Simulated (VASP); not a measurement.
# TaBi (CsCl type) (Pm-3m) in VASP: further runs

Runs on TaBi (CsCl type). Level: PBE. Tasks: relaxation of cell and atoms, single point.

Everything below comes from runs of VASP 6.6.1. Logs are shortened: lines on timing, memory, paths and dates and some standing lists are left out, and cuts for length are marked.

## 1. The cell of the first run

Symmetry: Pm-3m, No. 221, cubic system. The conventional cell has a = 3.021 Å, b = 3.021 Å, c = 3.021 Å, α = 90.00°, β = 90.00°, γ = 90.00°. Within 3.5 Å of Ta (site symmetry m-3m) lie 8 Bi at 2.62 Å and 6 Ta at 3.02 Å. Within 3.5 Å of Bi (site symmetry m-3m) lie 8 Ta at 2.62 Å and 6 Bi at 3.02 Å.

## 2. Relaxation of cell and atoms, PBE, target pressure 200 GPa, at which the enthalpy is minimised

The input, INCAR:

```
  PREC = Accurate
  ENCUT = 600
  EDIFF = 1E-7
  ISMEAR = -1
  SIGMA = 0.1
  LREAL = F
  LASPH = T
  NELM = 100
  ALGO = Normal
  ISIF = 3
  LWAVE = F
  LCHARG = F
  GGA = PE
  IBRION = 2
  NSW = 60
  EDIFFG = -0.005
  PSTRESS = 2000.0
```

The input, KPOINTS:

```
regular mesh
0
Gamma
  13 13 13
```

The input, POSCAR:

```
TaBi
1.0
    3.0208054905      0.0000000000      0.0000000000
    0.0000000000      3.0208054905      0.0000000000
    0.0000000000      0.0000000000      3.0208054905
Ta Bi
1 1
Direct
    0.0000000000      0.0000000000      0.0000000000
    0.5000000000      0.5000000000      0.5000000000
```

Potentials or basis: VASP PAW PBE potentials, release 64 (Ta_pv, Bi_d).

The run is started by

```bash
cat potpaw_PBE.64/Ta_pv/POTCAR potpaw_PBE.64/Bi_d/POTCAR > POTCAR
mpirun -np 1 vasp_std > vasp.out
```

OUTCAR:

```text
PREC = Accurate
   ENCUT = 600
   EDIFF = 1E-7
   ISMEAR = -1
   LREAL = F
   LASPH = T
   NELM = 100
   ISIF = 3
   GGA = PE
   IBRION = 2
   NSW = 60
   EDIFFG = -0.005
   PSTRESS = 2000.0

 ion  position               nearest neighbor table
   1  0.000  0.000  0.000-   2 2.62   2 2.62   2 2.62   2 2.62   2 2.62   2 2.62   2 2.62   2 2.62

   2  0.500  0.500  0.500-   1 2.62   1 2.62   1 2.62   1 2.62   1 2.62   1 2.62   1 2.62   1 2.62

  LATTYP: Found a simple cubic cell.
 ALAT       =     3.0208054905

  Lattice vectors:

 A1 = (   3.0208054905,   0.0000000000,   0.0000000000)
 A2 = (   0.0000000000,   3.0208054905,   0.0000000000)
 A3 = (   0.0000000000,   0.0000000000,   3.0208054905)

Analysis of symmetry for initial positions (statically):
=====================================================================
 Subroutine PRICEL returns:
 Original cell was already a primitive cell.

 Routine SETGRP: Setting up the symmetry group for a
 simple cubic supercell.

 Subroutine GETGRP returns: Found 48 space group operations
 (whereof 48 operations were pure point group operations)
 out of a pool of 48 trial point group operations.

The static configuration has the point symmetry O_h .

Analysis of symmetry for dynamics (positions and initial velocities):
=====================================================================
 Subroutine PRICEL returns:
 Original cell was already a primitive cell.

 Routine SETGRP: Setting up the symmetry group for a
 simple cubic supercell.

 Subroutine GETGRP returns: Found 48 space group operations
 (whereof 48 operations were pure point group operations)
 out of a pool of 48 trial point group operations.

The dynamic configuration has the point symmetry O_h .

 Subroutine INISYM returns: Found 48 space group operations
 (whereof 48 operations are pure point group operations),
 and found     1 'primitive' translations

----------------------------------------------------------------------------------------

                                     Primitive cell

  volume of cell :      27.5657

  direct lattice vectors                    reciprocal lattice vectors
[... 84 lines left out ...]
   LASPH  =      T    aspherical Exc in radial PAW
   ENCUT  =  600.0 eV  44.10 Ry    6.64 a.u.   6.03  6.03  6.03*2*pi/ulx,y,z
   NELM   =    100;   NELMIN=  2; NELMDL= -5     # of ELM steps
   EDIFF  = 0.1E-06   stopping-criterion for ELM
   LREAL  =      F    real-space projection
   EDIFFG = -.5E-02   stopping-criterion for IOM
   NSW    =     60    number of steps for IOM
   IBRION =      2    ionic relax: 0-MD 1-quasi-New 2-CG
   NFREE  =      1    steps in history (QN), initial steepest desc. (CG)
   ISIF   =      3    stress and relaxation
   ISYM   =      2    0-nonsym 1-usesym 2-fastsym
   POTIM  = 0.5000    time-step for ionic-motion
   TEBEG  =    0.0;   TEEND  =   0.0 temperature during run
   PSTRESS= 2000.0 pullay stress
   NELECT =      26.0000    total number of electrons
   NUPDOWN=      -1.0000    fix difference up-down
   EMIN   =  10.00;   EMAX   =-10.00  energy-range for DOS
   EFERMI =   0.00;   METHOD = LEGACY
   ISMEAR =    -1;   SIGMA  =   0.10  broadening in eV -4-tet -1-fermi 0-gaus
   EFERMI_NEDOS =   21; number of points for ismear=-14 and -15
   IALGO  =     38    algorithm
   IMIX   =      4    mixing-type and parameters
     AMIX     =   0.40;   BMIX     =  1.00
     AMIX_MAG =   1.60;   BMIX_MAG =  1.00
  volume/ion in A,a.u.               =      13.78        93.01
  Fermi-wavevector in a.u.,A,eV,Ry     =   1.605498  3.033952 35.070715  2.577625
  Thomas-Fermi vector in A             =   2.701835
   LORBIT       =      0    0 simple, 1 ext, 2 COOP (PROOUT), +10 PAW based schemes
   GGA     = PE    functional components
   LHFCALC =     F    Hartree Fock is set to
   AEXX    =    0.0000 exact exchange contribution
   IVDW    =     0    specifies the selected vdW correction
   LEPSILON=     F    determine dielectric tensor
   LRPA    =     F    only Hartree local field effects (RPA)
 conjugate gradient relaxation of ions
 non-spin polarized calculation
  energy-cutoff  :      600.00
  volume of cell :       27.57
 maximum number of plane-waves:       937
   NGX = 13   NGY = 13   NGZ = 13

--------------------------------------- Ionic step        1  -------------------------------------------

 number of electron      26.0000008 magnetization

 Free energy of the ion-electron system (eV)
  ---------------------------------------------------
  ext. energy  EPLUGINS =         0.00000000
  ---------------------------------------------------
  free energy    TOTEN  =        -9.35125259 eV

  energy without entropy =       -9.32177988  energy(sigma->0) =       -9.33651624

------------------------ aborting loop because EDIFF is reached ----------------------------------------

  FORCE on cell =-STRESS in cart. coord.  units (eV):
  Direction    XX          YY          ZZ          XY          YZ          ZX
  --------------------------------------------------------------------------------------
  -------------------------------------------------------------------------------------
  Total       27.3269119     27.3269119     27.3269119     -0.0000000     -0.0000000      0.0000000
  in kB     1588.3011579   1588.3011579   1588.3011579     -0.0000000     -0.0000000      0.0000000
  external PRESSURE =    -411.6988421 kB  Pullay stress =    2000.0000000 kB
[... 139 lines left out ...]
--------------------------------------- Ionic step        5  -------------------------------------------

 number of electron      25.9999996 magnetization

 Free energy of the ion-electron system (eV)
  ---------------------------------------------------
  ext. energy  EPLUGINS =         0.00000000
  ---------------------------------------------------
  free energy    TOTEN  =        -7.75419201 eV

  energy without entropy =       -7.72606384  energy(sigma->0) =       -7.74012793

 E-fermi :  16.7383     XC(G=0): -14.7721

 val. band max:       16.7223179716   @ k =   0.3846   0.3846   0.3077
 cond. band min:      16.7665703427   @ k =   0.4615   0.2308   0.2308
 fundamental gap:      0.0442523712
 Fermi energy:        16.7383495144

 k-point     1 :       0.0000    0.0000    0.0000
  band No.  band energies     occupation
      1     -17.5693      2.00000
      2     -17.5693      2.00000
      3     -17.5693      2.00000
      4      -8.2356      2.00000
      5      -8.2356      2.00000
      6      -7.4723      2.00000
[... 457 lines left out ...]
      4      -7.9275      2.00000
      5      -7.8287      2.00000
      6      -7.6786      2.00000
[... 9 lines left out ...]
     16      22.0818      0.00000
     17      23.9200      0.00000

 [... further k-points ...]
[... 5 lines left out ...]
  --------------------------------------------------------------------------------------
  -------------------------------------------------------------------------------------
  Total       32.6249248     32.6249248     32.6249248     -0.0000000      0.0000000     -0.0000000
  in kB     2000.1829079   2000.1829079   2000.1829079     -0.0000000      0.0000000     -0.0000000
  external PRESSURE =       0.1829079 kB  Pullay stress =    2000.0000000 kB
[... 21 lines left out ...]
  energy  without entropy=       -7.7260638404  energy(sigma->0) =       -7.74012793

  enthalpy is  TOTEN    =        24.8677493642 eV   P V=       32.6219413769

 reached required accuracy - stopping structural energy minimisation
```

OSZICAR:

```text
N       E                     dE             d eps       ncg     rms          rms(c)
DAV:   1     0.244734105832E+03    0.24473E+03   -0.16383E+04  2864   0.230E+03
DAV:   2     0.263025709854E+01   -0.24210E+03   -0.23879E+03  2924   0.497E+02
DAV:   3    -0.959640969134E+01   -0.12227E+02   -0.11923E+02  3756   0.113E+02
[... 52 lines left out ...]
DAV:   3    -0.775416465854E+01    0.93077E-03   -0.32224E-03  3744   0.106E+00    0.455E-02
DAV:   4    -0.775417844640E+01   -0.13788E-04   -0.83390E-05  3021   0.105E-01    0.300E-02
DAV:   5    -0.775419193762E+01   -0.13491E-04   -0.24644E-05  3966   0.624E-02    0.748E-03
DAV:   6    -0.775419235321E+01   -0.41560E-06   -0.14629E-06  4033   0.146E-02    0.259E-03
DAV:   7    -0.775419194796E+01    0.40525E-06   -0.59568E-08  1707   0.290E-03    0.119E-03
DAV:   8    -0.775419201273E+01   -0.64775E-07   -0.18201E-08  1497   0.223E-03
   5 F= 0.24867749E+02 E0= 0.24881813E+02  d E =-.191238E+00
```

Wall time 47 s (1 thread of Intel Xeon 6975P-C (Granite Rapids), shared host); peak memory 0.18 GiB.

Results:

| Item | Value |
| --- | --- |
| Free energy | -7.7542 eV |
| Relaxed volume | 13.07 Å³/atom |
| Relaxed cell | a = 2.968 Å, b = 2.968 Å, c = 2.968 Å, α = 90.00°, β = 90.00°, γ = 90.00° |
| Space group after relaxing (to 0.05 Å) | Pm-3m (No. 221) |
| Energy change on relaxing (the enthalpy is what falls) | +798.5 meV/atom |
| Ionic steps | 5 |
| Pressure after relaxing | 200.0 GPa |
| Band gap on the k mesh | zero (band 13 reaches 20.65 eV, above the bottom of band 14 at 15.34 eV) |

Step by step:
| step | energy change (eV) | largest force (eV/Å) | pressure (GPa) | volume (Å³) |
| --- | --- | --- | --- | --- |
| 1 | 0.0000 | 0.0000 | 158.83 | 27.57 |
| 2 | 37.3817 | 0.0000 | 1236.45 | 15.71 |
| 3 | 1.1765 | 0.0000 | 189.16 | 26.48 |
| 4 | 1.4397 | 0.0000 | 195.95 | 26.26 |
| 5 | 1.5971 | 0.0000 | 200.02 | 26.13 |

Final structure:
```yaml
crystal:
  lattice:
    - [2.96754, 0.00000, 0.00000]
    - [0.00000, 2.96754, 0.00000]
    - [0.00000, 0.00000, 2.96754]
  atoms:
    - { symbol: Ta, position: [0.00000, 0.00000, 0.00000] }
    - { symbol: Bi, position: [0.50000, 0.50000, 0.50000] }
```

Levels at points of the mesh, in eV from the Fermi level:
```csv
k point,band 11,band 12,band 13,band 14,band 15,band 16
"(0.00, 0.00, 0.00)",-4.29,1.65,1.65,1.65,2.62,2.62
```

Caveat: the cell is relaxed towards a set pressure, so the enthalpy falls and the energy may rise; spin-orbit coupling is left out, which moves the levels of the heavy elements.

[end of part 1 of 2]
